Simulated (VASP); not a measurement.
**CuO (Tenorite): single point with r2SCAN**

CuO (Tenorite):

```xyz
4
Lattice="2.3289 -1.7019 0.0000 2.3289 1.7019 0.0000 -0.8548 0.0000 5.0255" Properties=species:S:1:pos:R:3 pbc="T T T"
Cu    0.7371   -0.8401    2.5127
Cu    1.1645    0.8401    0.0000
O     1.6311    0.2822    3.7877
O     2.0585   -0.2822    1.2750
```

```json
{
 "Program": "VASP 6.6.1",
 "Task": "single point",
 "Functional": "r2SCAN",
 "Potentials or basis": "VASP PAW PBE potentials, release 64 (Cu, O)",
 "Cutoff": "520 eV",
 "k mesh": "10 × 10 × 5",
 "Occupations": "fermi-dirac, width 0.05 eV",
 "Spin": "no spin polarisation",
 "Dipole correction": "no",
 "Further INCAR settings": "ALGO = Normal; EDIFF = 1e-07; NBANDS = 25"
}
```

```
Pressure               : 3.5 GPa
Largest force          : 0.828 eV/Å
Band gap on the k mesh : zero (band 17 reaches 6.04 eV, above the bottom of band 18 at 5.44 eV)
```

Forces on the atoms (eV/Å):
```
Cu  -0.684 -0.380  0.272
Cu  -0.684  0.380  0.272
O    0.684 -0.225 -0.272
O    0.684  0.225 -0.272
```

Stress tensor (GPa, compression positive):
```
 3.44  0.00 -1.85
 0.00  3.82  0.00
-1.85  0.00  3.39
```

Levels at points of the mesh, in eV from the Fermi level:
```
           k point  band 14  band 15  band 16  band 17  band 18  band 19  band 20  band 21
(0.00, 0.00, 0.00)    -2.47    -2.37    -1.91     0.20     0.96     2.11     6.58     8.84
(0.50, 0.00, 0.00)    -1.83    -1.70    -1.59    -0.02     0.30     5.33     6.94     7.56
(0.50, 0.50, 0.00)    -2.34    -1.72    -1.42    -0.77     1.12     3.72     7.64     9.10
```

Run time: 2.8 min on 1 thread of Intel(R) Xeon(R) 6975P-C (Granite Rapids), on a shared host, peak memory 0.25 GiB.

Caveat: the PAW data sets were made with another functional, which shifts forces and pressure a little; semilocal functionals often make such compounds metallic where correlation or magnetic order opens a gap, which also shifts bond lengths. With open d or f shells a metallic result of r2SCAN can be an artefact of self-interaction; +U or a hybrid may open a gap.
